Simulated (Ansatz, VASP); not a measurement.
**One calculation of Co, two programs**

```
Co
1.0
     0.00000    1.73398    1.73398
     1.73398    0.00000    1.73398
     1.73398    1.73398    0.00000
Co
1
Direct
  0.00000 0.00000 0.00000
```

Alike in both runs: functional PBEsol; k mesh 20 × 20 × 20; occupations gaussian, width 0.1 eV; collinear spin.

Ansatz relaxed the structure, and its values are those at the end. VASP's run is a single point on that final structure, the one shown.

|  | VASP | Ansatz |
| --- | --- | --- |
| version | VASP 6.6.1 | Ansatz 0.2.0 |
| potentials or method | VASP PAW PBE potentials, release 64 (Co), cutoff 520 eV | scalar-relativistic, plane waves, PAW |
| valence electrons in the cell | 9 | 17 |

VASP gave:

- gap on the k mesh at the Fermi level (eV): none
- pressure (GPa): -0.9
- net moment per atom (μB): 1.61
- size of the moment on the site where the two differ most (μB): 1.62

Task: Estimate Ansatz's values.

Result: gap on the k mesh at the Fermi level (eV): none; pressure (GPa): 0.0; net moment per atom (μB): 1.62; size of the moment on the site where the two differ most (μB): 1.68.

VASP's potentials were made for PBE, not for PBEsol. Site moments also hang on the region over which each program counts them. A gap of «none» marks a metal or a gap that the smearing closes. The functional is the same, so the differences come from potentials, cutoffs and numerics. VASP's potentials hold 9 valence electrons a cell and Ansatz's 17, so a difference there can come from the potentials and not from the codes.
